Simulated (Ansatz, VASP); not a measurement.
## One calculation of Ge5Pd, two programs

```
Ge Pd
1.0
     2.86421    0.00000    0.00000
    -1.43211    2.48048    0.00000
     0.00000    0.00000   15.97921
Ge Pd
5 1
Direct
  0.66667 0.33333 0.86039
  0.00000 0.00000 0.67477
  0.66667 0.33333 0.50000
  0.00000 0.00000 0.32523
  0.66667 0.33333 0.13961
  0.00000 0.00000 0.00000
```

Change from the starting cell: species swapped into the Mg5Cd type (P-6m2, No. 187).

Alike in both runs: functional PBE; k mesh 6 × 6 × 1; occupations gaussian, width 0.1 eV; no spin polarisation.

Ansatz relaxed the structure, and its values are those at the end. VASP's run is a single point on that final structure, the one shown.

```csv
,VASP,Ansatz
version,VASP 6.6.1,Ansatz 0.2.0
potentials or method,"VASP PAW PBE potentials, release 64 (Ge_d, Pd), cutoff 520 eV","scalar-relativistic, plane waves, PAW"
valence electrons in the cell,80,88
```

```csv
,VASP,Ansatz,Ansatz less VASP
gap on the k mesh at the Fermi level (eV),none,none,-
pressure (GPa),0.1,0.1,-0.04
rms of the force components (eV/Å),0.009,0.007,-0.0019
```

A gap of «none» marks a metal or a gap that the smearing closes. VASP's potentials hold 80 valence electrons a cell and Ansatz's 88, so a difference there can come from the potentials and not from the codes.

The k mesh is coarse, so the values compare programs but aren't converged.
